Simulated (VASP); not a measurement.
Wanted: the native input for a VASP 6.6.1 run.

| Quantity | Value |
| --- | --- |
| Task | relaxation of cell and atoms |
| Functional | PBE |
| Potentials or basis | VASP PAW PBE potentials, release 64 (Lu, F) |
| Cutoff | 600 eV |
| k mesh | 4 × 4 × 4 |
| Occupations | gaussian, width 0.1 eV |
| Spin | no spin polarisation |
| Dipole correction | no |
| Further INCAR settings | ALGO = Normal; EDIFF = 1e-07; IBRION = 2; EDIFFG = -0.04; NSW = 90; ISIF = 3 |

The structure of Lu3F2 lies in POSCAR:

```
Lu3F2
1.0
    4.5492359900      0.0000000000      0.0000000000
    0.0000000000      4.5492359900      0.0000000000
    0.0000000000      0.0000000000      4.5492359900
Lu F
3 2
Direct
    0.5000000000      0.0000000000      0.0000000000
    0.0000000000      0.5000000000      0.0000000000
    0.0000000000      0.0000000000      0.5000000000
    0.0000000000      0.0000000000      0.0000000000
    0.5000000000      0.5000000000      0.5000000000
```

The cell was generated, and may not be a known phase.

These files were run (other wordings do the same):

INCAR

```
SYSTEM = Lu3F2
PREC = Accurate
ENCUT = 600
EDIFF = 1E-7
ISMEAR = 0
SIGMA = 0.1
LREAL = .FALSE.
LASPH = .TRUE.
NELM = 80
ALGO = Normal
ISIF = 3
LWAVE = .FALSE.
LCHARG = .FALSE.
GGA = PE
IBRION = 2
NSW = 90
EDIFFG = -0.04
```

KPOINTS

```
regular mesh
0
G
  4 4 4
  0 0 0
```

Potentials or basis: VASP PAW PBE potentials, release 64 (Lu, F).

Run with:

```bash
$ cat potpaw_PBE.64/Lu/POTCAR potpaw_PBE.64/F/POTCAR > POTCAR
$ mpirun -np 1 vasp_std > vasp.out
```

It gave:

```yaml
Relaxed_volume: 22.88 Å³/atom
Relaxed_cell: a = 4.854 Å, b = 4.854 Å, c = 4.854 Å, α = 90.00°, β = 90.00°, γ = 90.00°
Space_group_after_relaxing_to_0.1_Å: Pm-3m (No. 221)
Energy_gained_by_relaxing: 113.8 meV/atom
Ionic_steps: 4
Pressure_after_relaxing: 0.0 GPa
Band_gap_on_the_k_mesh: zero (an odd number of electrons rules out a gap without spin polarisation)
```

Caveat: the volume moved by over 15 % at a fixed basis, so the end points are rough; spin-orbit coupling is left out, which moves the levels of the heavy elements.

It took 4.4 min on 1 thread of Intel(R) Xeon(R) Platinum 8488C (Sapphire Rapids) (shared host), peak memory 0.24 GiB.
